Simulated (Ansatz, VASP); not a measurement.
# BiTe: VASP beside Ansatz

```
CELL_PARAMETERS angstrom
0.00000 3.25119 3.25119
3.25119 0.00000 3.25119
3.25119 3.25119 0.00000
ATOMIC_POSITIONS crystal
Bi 0.50000 0.50000 0.50000
Te 0.00000 0.00000 0.00000
```

Alike in both runs: functional PBE; k mesh 12 × 12 × 12; occupations gaussian, width 0.1 eV; no spin polarisation.

Ansatz relaxed the structure, and its values are those at the end. VASP's run is a single point on that final structure, the one shown.

|  | VASP | Ansatz |
| --- | --- | --- |
| version | VASP 6.6.1 | Ansatz 0.2.0 |
| potentials or method | VASP PAW PBE potentials, release 64 (Bi_d, Te), cutoff 520 eV | scalar-relativistic, plane waves, PAW |
| valence electrons in the cell | 21 | 31 |

|  | VASP | Ansatz | Ansatz less VASP |
| --- | --- | --- | --- |
| gap on the k mesh at the Fermi level (eV) | none | none | - |
| pressure (GPa) | -0.1 | 0.0 | +0.05 |

A gap of «none» marks a metal or a gap that the smearing closes. VASP's potentials hold 21 valence electrons a cell and Ansatz's 31, so a difference there can come from the potentials and not from the codes.

Spin-orbit coupling is off throughout.
